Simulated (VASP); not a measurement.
# TaAl5N6 (P-6m2) in VASP: single point with PBE

Aim: the single point of TaAl5N6 with PBE.

Program: VASP 6.6.1. These are calculated values, not measurements. Logs are shortened: lines on timing, memory, paths and dates and some standing lists are left out, and cuts for length are marked.

**1. The cell of the first run**

The structure is hexagonal, space group P-6m2 (No. 187). The conventional cell has a = 5.444 Å, b = 5.444 Å, c = 6.100 Å, α = 90.00°, β = 90.00°, γ = 120.00°. Ta (site symmetry -6m2) has 6 N at 2.19 Å within 2.9 Å. Al (site symmetry 3m) has 6 N at 2.72 Å and 11 Al at 3.05 to 3.49 Å and 3 Ta at 3.49 Å within 3.6 Å. Within 2.9 Å of Al (site symmetry -6m2) lie 6 N at 2.19 Å. Al (site symmetry -6m2) has 6 N at 2.19 Å within 2.9 Å. Within 2.9 Å of Al (site symmetry -6m2) lie 6 N at 2.19 Å. Within 2.9 Å of N (site symmetry m) lie 5 Al at 2.19 to 2.72 Å and 1 Ta at 2.19 Å and 4 N at 2.72 Å.

**2. Single point, PBE**

Input file INCAR:

```
SYSTEM = TaAl5N6
ALGO     = Normal         ! electronic algorithm
EDIFF    = 1E-6           ! SCF threshold, eV
ENCUT    = 520            ! plane-wave cutoff, eV
GGA      = PE             ! functional
ISIF     = 2              ! what is computed and relaxed
ISMEAR   = 0              ! smearing method
LASPH    = .TRUE.         ! aspherical terms in the spheres
LCHARG   = .FALSE.        ! write CHGCAR
LREAL    = .FALSE.        ! projectors in reciprocal space
LWAVE    = .FALSE.        ! write WAVECAR
NBANDS   = 40             ! bands
NELM     = 100            ! most SCF steps
PREC     = Accurate       ! precision mode
SIGMA    = 0.1            ! smearing width, eV
```

Input file KPOINTS:

```
k-points
0
G
  6 6 4
  0 0 0
```

Input file POSCAR:

```
TaAl5N6
1.0
    5.4441613900      0.0000000000      0.0000000000
   -2.7220806900      4.7147820600      0.0000000000
    0.0000000000      0.0000000000      6.0996422500
Ta Al N
1 5 6
Direct
    0.6666666700      0.3333333300      0.5000000000
    0.0000000000      0.0000000000      0.7500000000
    0.0000000000      0.0000000000      0.2500000000
    0.3333333300      0.6666666700      0.0000000000
    0.3333333300      0.6666666700      0.5000000000
    0.6666666700      0.3333333300      0.0000000000
    0.5000000000      0.0000000000      0.7500000000
    0.5000000000      0.0000000000      0.2500000000
    0.5000000000      0.5000000000      0.7500000000
    0.5000000000      0.5000000000      0.2500000000
    0.0000000000      0.5000000000      0.7500000000
    0.0000000000      0.5000000000      0.2500000000
```

Potentials or basis: VASP PAW PBE potentials, release 64 (Ta_pv, Al, N).

Launch:

```bash
$ cat potpaw_PBE.64/Ta_pv/POTCAR potpaw_PBE.64/Al/POTCAR potpaw_PBE.64/N/POTCAR > POTCAR
$ mpirun -np 1 vasp_std > vasp.out
```

OUTCAR:

```text
SYSTEM = TaAl5N6
   EDIFF = 1E-6
   ENCUT = 520
   GGA = PE
   ISIF = 2
   ISMEAR = 0
   LASPH = .TRUE.
   LREAL = .FALSE.
   NELM = 100
   PREC = Accurate

 ion  position               nearest neighbor table
   1  0.667  0.333  0.500-   7 2.19   8 2.19  11 2.19  12 2.19   9 2.19  10 2.19   6 3.05   6 3.05
                             5 3.14   5 3.14   5 3.14
   2  0.000  0.000  0.750-   3 3.05   3 3.05
   3  0.000  0.000  0.250-   2 3.05   2 3.05
   4  0.333  0.667  0.000-   7 2.19   8 2.19  11 2.19  12 2.19   9 2.19  10 2.19   5 3.05   5 3.05
                             6 3.14   6 3.14   6 3.14
   5  0.333  0.667  0.500-   7 2.19   8 2.19  11 2.19  12 2.19   9 2.19  10 2.19   4 3.05   4 3.05
                             1 3.14   1 3.14   1 3.14
   6  0.667  0.333  0.000-   7 2.19   8 2.19  11 2.19  12 2.19   9 2.19  10 2.19   1 3.05   1 3.05
                             4 3.14   4 3.14   4 3.14
   7  0.500  0.000  0.750-   1 2.19   4 2.19   5 2.19   6 2.19
   8  0.500  0.000  0.250-   1 2.19   4 2.19   5 2.19   6 2.19
   9  0.500  0.500  0.750-   1 2.19   4 2.19   5 2.19   6 2.19
  10  0.500  0.500  0.250-   1 2.19   4 2.19   5 2.19   6 2.19
  11  0.000  0.500  0.750-   1 2.19   4 2.19   5 2.19   6 2.19
  12  0.000  0.500  0.250-   1 2.19   4 2.19   5 2.19   6 2.19

  LATTYP: Found a hexagonal cell.
 ALAT       =     5.4441613900
 C/A-ratio  =     1.1204007033

  Lattice vectors:

 A1 = (   5.4441613900,   0.0000000000,   0.0000000000)
 A2 = (  -2.7220806900,   4.7147820600,   0.0000000000)
 A3 = (   0.0000000000,   0.0000000000,   6.0996422500)

Analysis of symmetry for initial positions (statically):
=====================================================================
 Subroutine PRICEL returns:
 Original cell was already a primitive cell.

 Routine SETGRP: Setting up the symmetry group for a
 hexagonal supercell.

 Subroutine GETGRP returns: Found 12 space group operations
 (whereof 12 operations were pure point group operations)
 out of a pool of 24 trial point group operations.

The static configuration has the point symmetry D_3h.

Analysis of symmetry for dynamics (positions and initial velocities):
=====================================================================
 Subroutine PRICEL returns:
 Original cell was already a primitive cell.

 Routine SETGRP: Setting up the symmetry group for a
 hexagonal supercell.

 Subroutine GETGRP returns: Found 12 space group operations
 (whereof 12 operations were pure point group operations)
 out of a pool of 24 trial point group operations.

The dynamic configuration has the point symmetry D_3h.

 Subroutine INISYM returns: Found 12 space group operations
 (whereof 12 operations are pure point group operations),
 and found     1 'primitive' translations

----------------------------------------------------------------------------------------

                                     Primitive cell

  volume of cell :     156.5658

  direct lattice vectors                    reciprocal lattice vectors
     5.444161390  0.000000000  0.000000000     0.183683019  0.106049440  0.000000000
    -2.722080690  4.714782060  0.000000000     0.000000000  0.212098881  0.000000000
     0.000000000  0.000000000  6.099642250     0.000000000  0.000000000  0.163944041

  length of vectors
     5.444161390  5.444161382  6.099642250     0.212098881  0.212098881  0.163944041

  position of ions in fractional coordinates (direct lattice)
     0.666666670  0.333333330  0.500000000
     0.000000000  0.000000000  0.750000000
     0.000000000  0.000000000  0.250000000
     0.333333330  0.666666670  0.000000000
     0.333333330  0.666666670  0.500000000
     0.666666670  0.333333330  0.000000000
     0.500000000  0.000000000  0.750000000
     0.500000000  0.000000000  0.250000000
     0.500000000  0.500000000  0.750000000
     0.500000000  0.500000000  0.250000000
     0.000000000  0.500000000  0.750000000
     0.000000000  0.500000000  0.250000000

  ion indices of the primitive-cell ions
   primitive index   ion index
                 1           1
                 2           2
                 3           3
                 4           4
                 5           5
                 6           6
                 7           7
                 8           8
                 9           9
                10          10
                11          11
                12          12

----------------------------------------------------------------------------------------

 KPOINTS: k-points

Automatic generation of k-mesh.
 Grid dimensions read from file:
 generate k-points for:    6    6    4

 Generating k-lattice:

  Cartesian coordinates                     Fractional coordinates (reciprocal lattice)
     0.030613836  0.017674907  0.000000000     0.166666667  0.000000000  0.000000000
     0.000000000  0.035349814  0.000000000     0.000000000  0.166666667  0.000000000
     0.000000000  0.000000000  0.040986010     0.000000000  0.000000000  0.250000000

  Length of vectors
     0.035349813  0.035349814  0.040986010

  Shift w.r.t. Gamma in fractional coordinates (k-lattice)
     0.000000000  0.000000000  0.000000000

 Subroutine IBZKPT returns following result:
 ===========================================

 Found     21 irreducible k-points:

 Following reciprocal coordinates:
            Coordinates               Weight
  0.000000  0.000000  0.000000      1.000000
  0.166667  0.000000  0.000000      6.000000
  0.333333  0.000000  0.000000      6.000000
  0.500000  0.000000  0.000000      3.000000
  0.166667  0.166667  0.000000      6.000000
  0.333333  0.166667  0.000000     12.000000
[... 13 lines left out ...]
  0.333333  0.166667  0.500000     12.000000
  0.333333  0.333333  0.500000      2.000000
   k-points           NKPTS =     21   k-points in BZ     NKDIM =     21   number of bands    NBANDS=     40
   number of dos      NEDOS =    301   number of ions     NIONS =     12
   total plane-waves  NPLWV =  76800
   dimension x,y,z NGX =    40 NGY =   40 NGZ =   48
   dimension x,y,z NGXF=    80 NGYF=   80 NGZF=   96
   ions per type =               1   5   6
   NGX,Y,Z   is equivalent  to a cutoff of  12.21, 12.21, 13.08 a.u.
   NGXF,Y,Z  is equivalent  to a cutoff of  24.43, 24.43, 26.16 a.u.
 SYSTEM =  TaAl5N6
   PREC   = accura    normal or accurate (medium, high low for compatibility)
   ISTART =      0    job   : 0-new  1-cont  2-samecut
   ICHARG =      2    charge: 1-file 2-atom 10-const
   ISPIN  =      1    spin polarized calculation?
   LNONCOLLINEAR =      F non collinear calculations
   LSORBIT =      F    spin-orbit coupling
   LASPH  =      T    aspherical Exc in radial PAW
   ENCUT  =  520.0 eV  38.22 Ry    6.18 a.u.  10.12 10.12 11.34*2*pi/ulx,y,z
   NELM   =    100;   NELMIN=  2; NELMDL= -5     # of ELM steps
   EDIFF  = 0.1E-05   stopping-criterion for ELM
   LREAL  =      F    real-space projection
   EDIFFG = 0.1E-04   stopping-criterion for IOM
   NSW    =      0    number of steps for IOM
   IBRION =     -1    ionic relax: 0-MD 1-quasi-New 2-CG
   NFREE  =      0    steps in history (QN), initial steepest desc. (CG)
   ISIF   =      2    stress and relaxation
   ISYM   =      2    0-nonsym 1-usesym 2-fastsym
   POTIM  = 0.5000    time-step for ionic-motion
   TEBEG  =    0.0;   TEEND  =   0.0 temperature during run
   PSTRESS=    0.0 pullay stress
   NELECT =      56.0000    total number of electrons
   NUPDOWN=      -1.0000    fix difference up-down
   EMIN   =  10.00;   EMAX   =-10.00  energy-range for DOS
   EFERMI =   0.00;   METHOD = LEGACY
   ISMEAR =     0;   SIGMA  =   0.10  broadening in eV -4-tet -1-fermi 0-gaus
   EFERMI_NEDOS =   21; number of points for ismear=-14 and -15
   IALGO  =     38    algorithm
   IMIX   =      4    mixing-type and parameters
     AMIX     =   0.40;   BMIX     =  1.00
     AMIX_MAG =   1.60;   BMIX_MAG =  1.00
  volume/ion in A,a.u.               =      13.05        88.05
  Fermi-wavevector in a.u.,A,eV,Ry     =   1.162087  2.196025 18.373925  1.350445
  Thomas-Fermi vector in A             =   2.298652
   LORBIT       =      0    0 simple, 1 ext, 2 COOP (PROOUT), +10 PAW based schemes
   GGA     = PE    functional components
   LHFCALC =     F    Hartree Fock is set to
   AEXX    =    0.0000 exact exchange contribution
   IVDW    =     0    specifies the selected vdW correction
   LEPSILON=     F    determine dielectric tensor
   LRPA    =     F    only Hartree local field effects (RPA)
 non-spin polarized calculation
 Gauss-broadening in eV      SIGMA  =   0.10
  energy-cutoff  :      520.00
  volume of cell :      156.57
 maximum number of plane-waves:      4242
   NGX = 21   NGY = 21   NGZ = 23

 number of electron      56.0000007 magnetization

 Free energy of the ion-electron system (eV)
  ---------------------------------------------------
  ext. energy  EPLUGINS =         0.00000000
  ---------------------------------------------------
  free energy    TOTEN  =       -81.20708622 eV

  energy without entropy =      -81.16807726  energy(sigma->0) =      -81.18758174

 E-fermi :   5.5712     XC(G=0): -10.6092

 val. band max:        5.5370934406   @ k =   0.3333   0.1667   0.0000
 cond. band min:       5.5739645050   @ k =   0.5000   0.0000   0.5000
 fundamental gap:      0.0368710644
 Fermi energy:         5.5712327179

 k-point     1 :       0.0000    0.0000    0.0000
  band No.  band energies     occupation
      1     -29.5787      2.00000
      2     -29.5787      2.00000
      3     -29.4808      2.00000
      4      -9.8483      2.00000
      5      -8.4129      2.00000
      6      -7.3596      2.00000
[... 32 lines left out ...]
     39      11.2505      0.00000
     40      11.5145      0.00000

 k-point     2 :       0.1667    0.0000    0.0000
  band No.  band energies     occupation
      1     -29.5788      2.00000
      2     -29.5787      2.00000
      3     -29.4807      2.00000
      4      -9.7391      2.00000
      5      -8.3507      2.00000
      6      -7.5874      2.00000
[... 32 lines left out ...]
     39      10.7938      0.00000
     40      11.3457      0.00000

 k-point     3 :       0.3333    0.0000    0.0000
  band No.  band energies     occupation
      1     -29.5792      2.00000
      2     -29.5788      2.00000
      3     -29.4807      2.00000
      4      -9.4408      2.00000
      5      -8.1899      2.00000
      6      -8.0966      2.00000
[... 32 lines left out ...]
     39      11.0419      0.00000
     40      11.2890      0.00000

 k-point     4 :       0.5000    0.0000    0.0000
  band No.  band energies     occupation
      1     -29.5793      2.00000
      2     -29.5788      2.00000
      3     -29.4807      2.00000
      4      -9.1755      2.00000
      5      -8.4569      2.00000
      6      -8.0688      2.00000
[... 32 lines left out ...]
     39      11.0328      0.00000
     40      11.1330      0.00000
[... 643 lines left out ...]
     39      10.9354      0.00000
     40      11.2502      0.00000

 k-point    20 :       0.3333    0.1667    0.5000
  band No.  band energies     occupation
      1     -29.5792      2.00000
      2     -29.5789      2.00000
      3     -29.4809      2.00000
      4      -8.6990      2.00000
      5      -8.6582      2.00000
      6      -8.0042      2.00000
[... 32 lines left out ...]
     39      10.8624      0.00000
     40      11.0673      0.00000

 k-point    21 :       0.3333    0.3333    0.5000
  band No.  band energies     occupation
      1     -29.5792      2.00000
      2     -29.5790      2.00000
      3     -29.4809      2.00000
      4      -8.5228      2.00000
      5      -8.3989      2.00000
      6      -8.3057      2.00000
[... 32 lines left out ...]
     39      10.8852      0.00000
     40      11.2685      0.00000

------------------------ aborting loop because EDIFF is reached ----------------------------------------

  FORCE on cell =-STRESS in cart. coord.  units (eV):
  Direction    XX          YY          ZZ          XY          YZ          ZX
  --------------------------------------------------------------------------------------
  -------------------------------------------------------------------------------------
  Total      -14.0777928    -14.0777927    -48.2439696     -0.0000000      0.0000000     -0.0000000
  in kB     -144.0615797   -144.0615794   -493.6926251     -0.0000002      0.0000000     -0.0000000
  external PRESSURE =    -260.6052614 kB  Pullay stress =       0.0000000 kB

 VOLUME and BASIS-vectors are now :
 -----------------------------------------------------------------------------
  energy-cutoff  :      520.00
  volume of cell :      156.57
      direct lattice vectors                 reciprocal lattice vectors
     5.444161390  0.000000000  0.000000000     0.183683019  0.106049440  0.000000000
    -2.722080690  4.714782060  0.000000000     0.000000000  0.212098881  0.000000000
     0.000000000  0.000000000  6.099642250     0.000000000  0.000000000  0.163944041

 POSITION                                       TOTAL-FORCE (eV/Angst)
 -----------------------------------------------------------------------------------
      2.72208      1.57159      3.04982        -0.000000     -0.000000      0.000000
      0.00000      0.00000      4.57473        -0.000000     -0.000000     -0.000210
      0.00000      0.00000      1.52491        -0.000000     -0.000000      0.000210
     -0.00000      3.14319      0.00000        -0.000000     -0.000000      0.000000
     -0.00000      3.14319      3.04982        -0.000000     -0.000000      0.000000
      2.72208      1.57159      0.00000        -0.000000     -0.000000      0.000000
      2.72208      0.00000      4.57473        -0.000000     -0.107541     -0.220933
      2.72208      0.00000      1.52491        -0.000000     -0.107541      0.220933
      1.36104      2.35739      4.57473        -0.093133      0.053770     -0.220933
      1.36104      2.35739      1.52491        -0.093133      0.053770      0.220933
     -1.36104      2.35739      4.57473         0.093133      0.053770     -0.220933
     -1.36104      2.35739      1.52491         0.093133      0.053770      0.220933
 -----------------------------------------------------------------------------------
    total drift:                               -0.000013      0.000007     -0.000000

  FREE ENERGIE OF THE ION-ELECTRON SYSTEM (eV)
  ---------------------------------------------------
  free  energy   TOTEN  =       -81.2070862157 eV

  energy  without entropy=      -81.1680772645  energy(sigma->0) =      -81.18758174
```

Run time: 2 min. Hardware: 1 thread of Intel Xeon Platinum 8488C (Sapphire Rapids), shared host; peak memory 0.32 GiB.

What came out:

```yaml
Free_energy: -81.2071 eV
Pressure: -26.1 GPa
Largest_force: 0.246 eV/Å
Band_gap_on_the_k_mesh: zero (band 28 reaches 5.95 eV, above the bottom of band 29 at 5.41 eV)
```

Forces in eV/Å, atoms in the order of the input:
```
Ta   0.000  0.000  0.000
Al   0.000  0.000  0.000
Al   0.000  0.000  0.000
Al   0.000  0.000  0.000
Al   0.000  0.000  0.000
Al   0.000  0.000  0.000
N    0.000 -0.108 -0.221
N    0.000 -0.108  0.221
N   -0.093  0.054 -0.221
N   -0.093  0.054  0.221
N    0.093  0.054 -0.221
N    0.093  0.054  0.221
```

Caveat: spin-orbit coupling is left out, which moves the levels of the heavy elements.
